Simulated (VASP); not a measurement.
Here is a VASP 6.6.1 calculation.

Contents of INCAR:

```
PREC = Accurate ; ENCUT = 520
EDIFF = 1E-6 ; ISMEAR = 0
SIGMA = 0.05 ; LREAL = Auto
LASPH = T ; NELM = 100
ALGO = Normal ; ISIF = 2
LWAVE = F ; LCHARG = F
IBRION = 2 ; NSW = 80
EDIFFG = -0.03
```

The input KPOINTS:

```
Automatic mesh
0
Gamma
  2 2 2
```

File POSCAR:

```
Si
1.0
    0.0000000000      5.4300000000      5.4300000000
    5.4300000000      0.0000000000      5.4300000000
    5.4300000000      5.4300000000      0.0000000000
Si
17
Direct
    0.0000000000      0.0000000000      0.0000000000
    0.1250000000      0.1250000000      0.1250000000
    0.0000000000      0.0000000000      0.5000000000
    0.1250000000      0.1250000000      0.6250000000
    0.0000000000      0.5000000000      0.0000000000
    0.1250000000      0.6250000000      0.1250000000
    0.0000000000      0.5000000000      0.5000000000
    0.1250000000      0.6250000000      0.6250000000
    0.5000000000      0.0000000000      0.0000000000
    0.6250000000      0.1250000000      0.1250000000
    0.5000000000      0.0000000000      0.5000000000
    0.6250000000      0.1250000000      0.6250000000
    0.5000000000      0.5000000000      0.0000000000
    0.6250000000      0.6250000000      0.1250000000
    0.5000000000      0.5000000000      0.5000000000
    0.6250000000      0.6250000000      0.6250000000
    0.8808847000      0.3710181000      0.3626406000
```

Potentials or basis: VASP PAW LDA potentials, release 64 (Si).

Command:

```sh
$ cat potpaw_LDA.64/Si/POTCAR > POTCAR
$ mpirun -np 1 vasp_std > vasp.out
```

Task: What does it give for the energy gained by relaxing?

Result: 8.5 meV/atom.

Task: What does it give for the band gap on the k mesh?

Result: Zero (bands 34 and 35 overlap by 0.24 eV).

Final structure:
```
Si
1.0
     0.00000    5.43000    5.43000
     5.43000    0.00000    5.43000
     5.43000    5.43000    0.00000
Si
17
Direct
  0.99842 0.00050 0.00040
  0.12825 0.12200 0.12148
  0.00227 0.99328 0.50216
  0.12813 0.12154 0.62805
  0.00286 0.50287 0.99142
  0.12818 0.62814 0.12123
  0.00124 0.50110 0.50098
  0.12638 0.62403 0.62209
  0.50067 0.00054 0.00045
  0.62493 0.12506 0.12515
  0.50048 0.00035 0.49862
  0.62213 0.12161 0.62808
  0.50054 0.49855 0.00031
  0.62232 0.62816 0.12130
  0.49557 0.50146 0.50136
  0.62190 0.62801 0.62798
  0.87661 0.37383 0.37159
```

Caveat: the k points lie up to 0.50 Å⁻¹ apart.
